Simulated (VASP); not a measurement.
# CaO (r.b) (Fm-3m) in VASP: further runs

The runs below take CaO (r.b) through single point, relaxation of cell and atoms, with PBEsol+D4.

Everything below comes from runs of VASP 6.6.1. Logs are shortened: lines on timing, memory, paths and dates and some standing lists are left out, and cuts for length are marked.

## 1. The cell of the first run

It takes space group Fm-3m (No. 225, cubic). Conventional cell: a = 4.780 Å, b = 4.780 Å, c = 4.780 Å, α = 90.00°, β = 90.00°, γ = 90.00°. Ca (site symmetry m-3m) has 6 O at 2.39 Å within 3.2 Å. O (site symmetry m-3m) has 6 Ca at 2.39 Å within 3.2 Å.

## 2. Single point, PBEsol+D4

Contents of INCAR:

```
PREC = Accurate
ENCUT = 600
EDIFF = 1E-6
ISMEAR = 0
SIGMA = 0.1
LREAL = F
LASPH = T
NELM = 120
ALGO = Normal
ISIF = 2
LWAVE = F
LCHARG = F
GGA = PS
IVDW = 13
NBANDS = 15
GGA_COMPAT = F
```

Contents of KPOINTS:

```
Automatic mesh
0
Gamma
  6 6 6
```

Contents of POSCAR:

```
CaO
1.0
    0.0000000000      2.3900000000      2.3900000000
    2.3900000000      0.0000000000      2.3900000000
    2.3900000000      2.3900000000      0.0000000000
Ca O
1 1
Direct
    0.0000000000      0.0000000000      0.0000000000
    0.5000000000      0.5000000000      0.5000000000
```

Potentials or basis: VASP PAW PBE potentials, release 64 (Ca_sv, O).

The run is started by

```
$ cat potpaw_PBE.64/Ca_sv/POTCAR potpaw_PBE.64/O/POTCAR > POTCAR
$ mpirun -np 1 vasp_std > vasp.out
```

OUTCAR:

```text
PREC = Accurate
   ENCUT = 600
   EDIFF = 1E-6
   ISMEAR = 0
   LREAL = F
   LASPH = T
   NELM = 120
   ISIF = 2
   GGA = PS
   IVDW = 13

 ion  position               nearest neighbor table
   1  0.000  0.000  0.000-   2 2.39   2 2.39   2 2.39   2 2.39   2 2.39   2 2.39
   2  0.500  0.500  0.500-   1 2.39   1 2.39   1 2.39   1 2.39   1 2.39   1 2.39

  LATTYP: Found a face centered cubic cell.
 ALAT       =     4.7800000000

  Lattice vectors:

 A1 = (   0.0000000000,   2.3900000000,   2.3900000000)
 A2 = (   2.3900000000,   0.0000000000,   2.3900000000)
 A3 = (   2.3900000000,   2.3900000000,   0.0000000000)

Analysis of symmetry for initial positions (statically):
=====================================================================
 Subroutine PRICEL returns:
 Original cell was already a primitive cell.

 Routine SETGRP: Setting up the symmetry group for a
 face centered cubic supercell.

 Subroutine GETGRP returns: Found 48 space group operations
 (whereof 48 operations were pure point group operations)
 out of a pool of 48 trial point group operations.

The static configuration has the point symmetry O_h .

Analysis of symmetry for dynamics (positions and initial velocities):
=====================================================================
 Subroutine PRICEL returns:
 Original cell was already a primitive cell.

 Routine SETGRP: Setting up the symmetry group for a
 face centered cubic supercell.

 Subroutine GETGRP returns: Found 48 space group operations
 (whereof 48 operations were pure point group operations)
 out of a pool of 48 trial point group operations.

The dynamic configuration has the point symmetry O_h .

 Subroutine INISYM returns: Found 48 space group operations
 (whereof 48 operations are pure point group operations),
 and found     1 'primitive' translations

----------------------------------------------------------------------------------------

                                     Primitive cell

  volume of cell :      27.3038

  direct lattice vectors                    reciprocal lattice vectors
     0.000000000  2.390000000  2.390000000    -0.209205021  0.209205021  0.209205021
     2.390000000  0.000000000  2.390000000     0.209205021 -0.209205021  0.209205021
     2.390000000  2.390000000  0.000000000     0.209205021  0.209205021 -0.209205021

  length of vectors
     3.379970414  3.379970414  3.379970414     0.362353725  0.362353725  0.362353725

  position of ions in fractional coordinates (direct lattice)
[... 80 lines left out ...]
   PSTRESS=    0.0 pullay stress
   NELECT =      16.0000    total number of electrons
   NUPDOWN=      -1.0000    fix difference up-down
   EMIN   =  10.00;   EMAX   =-10.00  energy-range for DOS
   EFERMI =   0.00;   METHOD = LEGACY
   ISMEAR =     0;   SIGMA  =   0.10  broadening in eV -4-tet -1-fermi 0-gaus
   EFERMI_NEDOS =   21; number of points for ismear=-14 and -15
   IALGO  =     38    algorithm
   IMIX   =      4    mixing-type and parameters
     AMIX     =   0.40;   BMIX     =  1.00
     AMIX_MAG =   1.60;   BMIX_MAG =  1.00
  volume/ion in A,a.u.               =      13.65        92.13
  Fermi-wavevector in a.u.,A,eV,Ry     =   1.369957  2.588843 25.535171  1.876782
  Thomas-Fermi vector in A             =   2.495786
   LORBIT       =      0    0 simple, 1 ext, 2 COOP (PROOUT), +10 PAW based schemes
   GGA     = PS    functional components
   LHFCALC =     F    Hartree Fock is set to
   AEXX    =    0.0000 exact exchange contribution
   IVDW    =    13    specifies the selected vdW correction
   LEPSILON=     F    determine dielectric tensor
   LRPA    =     F    only Hartree local field effects (RPA)
 non-spin polarized calculation
 Gauss-broadening in eV      SIGMA  =   0.10
  energy-cutoff  :      600.00
  volume of cell :       27.30
 maximum number of plane-waves:       941
   NGX = 13   NGY = 13   NGZ = 13

 number of electron      15.9999997 magnetization

 Free energy of the ion-electron system (eV)
  ---------------------------------------------------
  ext. energy  EPLUGINS =         0.00000000
  ---------------------------------------------------
  free energy    TOTEN  =       -13.41354211 eV

  energy without entropy =      -13.41354211  energy(sigma->0) =      -13.41354211

 E-fermi :   2.8614     XC(G=0): -10.8182

 val. band max:        2.2884578994   @ k =   0.0000   0.0000   0.0000
 cond. band min:       5.8148314100   @ k =   0.5000   0.5000   0.0000
 fundamental gap:      3.5263735106
 Fermi energy:         2.8614066853

 k-point     1 :       0.0000    0.0000    0.0000
  band No.  band energies     occupation
      1     -35.0317      2.00000
      2     -15.8603      2.00000
      3     -15.8603      2.00000
      4     -15.8603      2.00000
      5     -13.1883      2.00000
      6       2.2885      2.00000
      7       2.2885      2.00000
      8       2.2885      2.00000
      9       6.9856      0.00000
     10       8.5200      0.00000
     11       8.5200      0.00000
     12       8.5200      0.00000
     13      10.0860      0.00000
     14      10.0860      0.00000
[... 257 lines left out ...]
      2     -16.4198      2.00000
      3     -16.2879      2.00000
      4     -16.2142      2.00000
      5     -12.6100      2.00000
      6       1.0598      2.00000
      7       1.1788      2.00000
      8       1.4621      2.00000
      9       7.2585      0.00000
     10      10.0040      0.00000
     11      10.7568      0.00000
     12      12.0000      0.00000
     13      12.1487      0.00000
     14      15.2992      0.00000
     15      16.0313      0.00000

------------------------ aborting loop because EDIFF is reached ----------------------------------------

  DFT-D4 for vdW energy calculation

  Edisp (eV):   -0.19237

  FORCE on cell =-STRESS in cart. coord.  units (eV):
  Direction    XX          YY          ZZ          XY          YZ          ZX
  --------------------------------------------------------------------------------------
  -------------------------------------------------------------------------------------
  Total      -0.27947    -0.27947    -0.27947     0.00000     0.00000     0.00000
  in kB     -16.39908   -16.39908   -16.39908     0.00000     0.00000     0.00000
  external pressure =      -16.40 kB  Pullay stress =        0.00 kB

 VOLUME and BASIS-vectors are now :
 -----------------------------------------------------------------------------
  energy-cutoff  :      600.00
  volume of cell :       27.30
      direct lattice vectors                 reciprocal lattice vectors
     0.000000000  2.390000000  2.390000000    -0.209205021  0.209205021  0.209205021
     2.390000000  0.000000000  2.390000000     0.209205021 -0.209205021  0.209205021
     2.390000000  2.390000000  0.000000000     0.209205021  0.209205021 -0.209205021

 POSITION                                       TOTAL-FORCE (eV/Angst)
 -----------------------------------------------------------------------------------
      0.00000      0.00000      0.00000         0.000000      0.000000      0.000000
      2.39000      2.39000      2.39000        -0.000000     -0.000000     -0.000000
 -----------------------------------------------------------------------------------
    total drift:                                0.000000      0.000000      0.000000

  FREE ENERGIE OF THE ION-ELECTRON SYSTEM (eV)
  ---------------------------------------------------
  free  energy   TOTEN  =       -13.6059080361 eV

  energy  without entropy=      -13.6059080361  energy(sigma->0) =      -13.60590804
```

stdout:

```text
POSCAR found type information on POSCAR CaO
 POSCAR found :  2 types and       2 ions
 scaLAPACK will be used
 -----------------------------------------------------------------------------
|                                                                             |
|                                                                             |
|     You enforced a specific xc type in the INCAR file but a different       |
|     I HOPE YOU KNOW WHAT YOU ARE DOING!                                     |
|                                                                             |
 -----------------------------------------------------------------------------

 LDA part: xc-table for (Slater+PW92), standard interpolation
 POSCAR, INCAR and KPOINTS ok, starting setup
 FFT: planning ... GRIDC
 FFT: planning ... GRID_SOFT
 FFT: planning ... GRID
 WAVECAR not read
 entering main loop
```

It took 5.5 s on 1 thread of AMD EPYC 9R45 (Zen 5), shared host; peak memory 0.13 GiB.

Results:

```
Free energy                : -13.6059 eV
Pressure                   : -1.6 GPa
Band gap on the k mesh     : 3.53 eV, indirect (least direct gap 3.90 eV)
Dispersion energy per atom : -0.096 eV
```

Caveat: the PAW data sets were made with another functional, which shifts forces and pressure a little.

## 3. Single point, PBEsol+D4

This run uses another cell than the first one, of 13.39 Å³/atom, 0.981 times its volume.

Contents of INCAR:

```
ALGO = Normal
EDIFF = 1E-6
ENCUT = 600
GGA = PS
GGA_COMPAT = False
ISIF = 2
ISMEAR = 0
IVDW = 13
LASPH = True
LCHARG = False
LREAL = False
LWAVE = False
NBANDS = 15
NELM = 120
PREC = Accurate
SIGMA = 0.02
```

Contents of KPOINTS:

```
k-points
0
Gamma
  8 8 8
```

Contents of POSCAR:

```
CaO
1.0
    0.0000000000      2.3748410384      2.3748410384
    2.3748410384      0.0000000000      2.3748410384
    2.3748410384      2.3748410384      0.0000000000
Ca O
1 1
Direct
    0.0000000000      0.0000000000      0.0000000000
    0.5000000000      0.5000000000      0.5000000000
```

Potentials or basis: VASP PAW PBE potentials, release 64 (Ca_sv, O).

The run is started by

```
$ cat potpaw_PBE.64/Ca_sv/POTCAR potpaw_PBE.64/O/POTCAR > POTCAR
$ mpirun -np 1 vasp_std > vasp.out
```

Wall time 8.4 s (1 thread of AMD EPYC 9R45 (Zen 5), shared host); peak memory 0.13 GiB.

The run converged. Its results:

| Item | Value |
| --- | --- |
| Free energy | -13.6069 eV |
| Pressure | 0.6 GPa |
| Band gap on the k mesh | 3.52 eV, indirect (least direct gap 3.89 eV) |
| Dispersion energy per atom | -0.098 eV |

Levels at points of the mesh, in eV from the valence-band top:
```csv
k point,band 4,band 5,band 6,band 7,band 8,band 9,band 10,band 11,band 12,band 13
"(0.00, 0.00, 0.00)",-18.06,-15.51,0.00,0.00,0.00,4.85,6.27,6.27,6.27,7.88
"(0.50, 0.00, 0.00)",-18.12,-14.11,-2.78,-1.29,-1.29,7.18,8.57,8.57,8.61,10.78
"(0.50, 0.50, 0.00)",-18.32,-15.27,-1.30,-0.37,-0.37,3.52,8.31,9.13,9.84,9.84
```

Caveat: the PAW data sets were made with another functional, which shifts forces and pressure a little. A k mesh can miss the band edges.

[end of part 1 of 2]
